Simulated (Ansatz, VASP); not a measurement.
**Mo: VASP beside Ansatz**

```
CELL_PARAMETERS angstrom
-1.52295 1.52295 1.52295
1.52295 -1.52295 1.52295
1.52295 1.52295 -1.52295
ATOMIC_POSITIONS crystal
Mo 0.00000 0.00000 0.00000
```

Alike in both runs: task single point; functional PBEsol; k mesh 8 × 8 × 8; occupations gaussian, width 0.1 eV; no spin polarisation.

|  | VASP | Ansatz |
| --- | --- | --- |
| version | VASP 6.6.1 | Ansatz 0.2.0 |
| potentials or method | VASP PAW PBE potentials, release 64 (Mo_sv), cutoff 520 eV | scalar-relativistic, plane waves, PAW |
| valence electrons in the cell | 14 | 14 |

Ansatz gave:

| Property | Result |
| --- | --- |
| gap on the k mesh at the Fermi level (eV) | none |
| pressure (GPa) | 26.8 |

Problem. Estimate VASP's values.

Solution. gap on the k mesh at the Fermi level (eV): none; pressure (GPa): 27.6.

VASP's potentials were made for PBE, not for PBEsol. A gap of «none» marks a metal or a gap that the smearing closes.

The k mesh is coarse, so the values compare programs but aren't converged.
